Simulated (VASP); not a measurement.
C:

```xyz
4
Lattice="1.2030 -2.0836 0.0000 1.2030 2.0836 0.0000 0.0000 0.0000 7.0268" Properties=species:S:1:pos:R:3 pbc="T T T"
C     1.2030   -1.7362    5.2922
C     1.2030    0.3475    1.7347
C     1.2030    1.7362    1.7347
C     1.2030   -0.3475    5.2922
```

Base run:

* Program: VASP 6.6.1
* Functional: PBE
* Potentials or basis: VASP PAW PBE potentials, release 64 (C)
* Cutoff: 520 eV
* k mesh: 12 × 12 × 4
* Occupations: fermi-dirac, width 0.05 eV
* Spin: no spin polarisation

Its results: band gap on the k mesh 0.03 eV; pressure 22.8 GPa; largest force 0.029 eV/Å.

Question: The run is repeated on the same cell with these changes: functional from PBE to LDA; potentials or basis from VASP PAW PBE potentials, release 64 (C) to VASP PAW LDA potentials, release 64 (C). What comes out?

Answer: Band gap on the k mesh 0.03 eV; pressure 14.7 GPa; largest force 0.029 eV/Å.

Caveats: this functional lacks dispersion, which binds the layers, so the pressure and a relaxed spacing across them are unreliable (some runs).

A k mesh can miss the band edges.
